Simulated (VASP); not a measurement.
Wanted: the native input for a VASP 6.6.1 run.

```yaml
Task: single point
Functional: LDA
Potentials_or_basis: VASP PAW LDA potentials, release 64 (Cs_sv, H)
Cutoff: 520 eV
k_mesh: 8 × 8 × 8
Occupations: gaussian, width 0.02 eV
Spin: no spin polarisation
Dipole_correction: no
Further_INCAR_settings: ALGO = Normal; EDIFF = 1e-06; NBANDS = 12
```

The structure of CsH lies in POSCAR:

```
CsH
1.0
    0.0000000000      3.1109592711      3.1109592711
    3.1109592711      0.0000000000      3.1109592711
    3.1109592711      3.1109592711      0.0000000000
Cs H
1 1
Direct
    0.0000000000      0.0000000000      0.0000000000
    0.5000000000      0.5000000000      0.5000000000
```

This cell differs from its parent crystal: volume scaled by 1.06.

These files were run (other wordings do the same):

INCAR

```
PREC     = Accurate       # precision mode
ENCUT    = 520            # plane-wave cutoff, eV
EDIFF    = 1E-6           # SCF threshold, eV
ISMEAR   = 0              # smearing method
SIGMA    = 0.02           # smearing width, eV
LREAL    = False          # projectors in reciprocal space
LASPH    = True           # aspherical terms in the spheres
NELM     = 80             # most SCF steps
ALGO     = Normal         # electronic algorithm
ISIF     = 2              # what is computed and relaxed
LWAVE    = False          # write WAVECAR
LCHARG   = True           # write CHGCAR
GGA      = CA             # functional
LELF     = True           # ELF
LVHAR    = True         
NBANDS   = 12             # bands
```

KPOINTS

```
regular mesh
0
Gamma
  8 8 8
```

Potentials or basis: VASP PAW LDA potentials, release 64 (Cs_sv, H).

Command:

```bash
$ cat potpaw_LDA.64/Cs_sv/POTCAR potpaw_LDA.64/H/POTCAR > POTCAR
$ mpirun -np 1 vasp_std > vasp.out
```

It gave:

```
Pressure               : -0.6 GPa
Band gap on the k mesh : 1.83 eV, direct
```

Caveat: spin-orbit coupling is left out, which moves the levels of the heavy elements.

Run time: 22 s on 1 thread of AMD EPYC 7R13 Processor (Zen 3), with other jobs on the host, peak memory 0.15 GiB.
